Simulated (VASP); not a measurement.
# SrTiO3: single point with PBE+U

The system is SrTiO3.

```
Sr Ti O
1.0
     3.94713    0.00000    0.00000
     0.00000    3.94713    0.00000
     0.35524    0.00000    3.94713
Sr Ti O
1 1 3
Cartesian
  0.0000 0.0000 0.0000
  2.1512 1.9736 1.9736
  2.1512 0.0000 1.9736
  1.9736 1.9736 0.0000
  0.1776 1.9736 1.9736
```

This cell differs from its parent crystal: shear of c along a, cell held: +9.0 %.

```yaml
Program: VASP 6.6.1
Task: single point
Functional: PBE
Potentials_or_basis: VASP PAW PBE potentials, release 64 (Sr_sv, Ti_sv, O)
Cutoff: 520 eV
k_mesh: 8 × 8 × 8
Occupations: gaussian, width 0.02 eV
Spin: no spin polarisation
Hubbard_terms: Ti d U = 4.0 eV
Dipole_correction: no
Further_INCAR_settings: ALGO = Normal; EDIFF = 1e-06; NBANDS = 28
```

| Property | Result |
| --- | --- |
| Pressure | 3.0 GPa |
| Band gap on the k mesh | 1.99 eV, indirect (least direct gap 2.22 eV) |

Stress tensor (GPa, compression positive):
```
 2.53  0.00 -9.97
 0.00  2.99  0.00
-9.97  0.00  3.41
```

Levels at points of the mesh, in eV from the valence-band top:
```
           k point  band 17  band 18  band 19  band 20  band 21  band 22  band 23  band 24
(0.00, 0.00, 0.00)    -1.13    -0.70    -0.57    -0.22     1.99     2.09     2.32     3.95
(0.50, 0.00, 0.00)    -2.27    -2.05    -0.94    -0.92     2.34     3.85     3.95     4.04
(0.00, 0.50, 0.00)    -2.27    -1.98    -1.31    -0.44     2.33     3.87     3.96     4.00
(0.50, 0.50, 0.00)    -2.03    -1.65    -1.61    -0.20     3.88     3.93     4.43     4.81
(0.00, 0.00, 0.50)    -2.22    -2.05    -0.93    -0.92     2.34     3.83     3.92     4.04
(0.50, 0.00, 0.50)    -2.05    -1.72    -1.64    -0.09     3.82     4.05     4.37     4.87
(0.00, 0.50, 0.50)    -2.03    -1.67    -1.63    -0.22     3.84     3.93     4.41     4.84
(0.50, 0.50, 0.50)    -3.48    -0.18    -0.07     0.00     4.51     4.57     4.69     6.32
```

Eigenvalues of the final occupation matrices:
```csv
site,spin,trace,eigenvalues
site 2 d,1,0.80,0.10 0.10 0.10 0.25 0.25
site 2 d,2,0.80,0.10 0.10 0.10 0.25 0.25
```

Wall time 8.3 min on 1 thread of Intel Xeon 8259CL, on a shared host, peak memory 0.39 GiB.

Caveat: the cell differs from its parent crystal (shear of c along a, cell held: +9.0 %). A k mesh can miss the band edges.
